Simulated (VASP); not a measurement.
Here is a VASP 6.6.1 calculation.

INCAR

```
PREC = Accurate
ENCUT = 520
EDIFF = 1E-6
ISMEAR = -1
SIGMA = 0.05
LREAL = False
LASPH = True
NELM = 60
ALGO = Normal
ISIF = 2
LWAVE = False
LCHARG = False
GGA = PS
NBANDS = 8
```

KPOINTS

```
Automatic mesh
0
Gamma
  10 10 10
```

The input POSCAR:

```
Al
1.0
   -1.5912186900      1.5912186900      1.5912186900
    1.5912186900     -1.5912186900      1.5912186900
    1.5912186900      1.5912186900     -1.5912186900
Al
1
Direct
    0.0000000000      0.0000000000      0.0000000000
```

Potentials or basis: VASP PAW PBE potentials, release 64 (Al).

The run is started by

```sh
$ cat potpaw_PBE.64/Al/POTCAR > POTCAR
$ mpirun -np 1 vasp_std > vasp.out
```

(1) Predict the pressure.

Answers

(1) 2.8 GPa.

Caveat: the PAW data sets were made with another functional, which shifts forces and pressure a little.
